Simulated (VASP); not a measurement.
Here is a VASP 6.6.1 calculation.

The input INCAR:

```
PREC     = Accurate       # precision mode
ENCUT    = 520            # plane-wave cutoff, eV
EDIFF    = 1E-7           # SCF threshold, eV
ISMEAR   = -1             # smearing method
SIGMA    = 0.1            # smearing width, eV
LREAL    = F              # projectors in reciprocal space
LASPH    = T              # aspherical terms in the spheres
NELM     = 100            # most SCF steps
ALGO     = Normal         # electronic algorithm
ISIF     = 2              # what is computed and relaxed
LWAVE    = F              # write WAVECAR
LCHARG   = F              # write CHGCAR
GGA      = PE             # functional
NBANDS   = 10             # bands
```

KPOINTS

```
Automatic mesh
0
Gamma
  14 14 8
```

File POSCAR:

```
Al
1.0
    2.9523785368      0.0000000000      0.0000000000
   -1.4761892684      2.5568348144      0.0000000000
    0.0000000000      0.0000000000      4.7566019505
Al
2
Direct
    0.3333333333      0.6666666667      0.2500000000
    0.6666666667      0.3333333333      0.7500000000
```

Potentials or basis: VASP PAW PBE potentials, release 64 (Al).

Command:

```bash
$ cat potpaw_PBE.64/Al/POTCAR > POTCAR
$ mpirun -np 1 vasp_std > vasp.out
```

(1) What does it give for the pressure?

(2) Estimate the band gap on the k mesh.

Results:

(1) -4.8 GPa.

(2) zero (band 3 reaches 11.36 eV, above the bottom of band 4 at 4.01 eV).
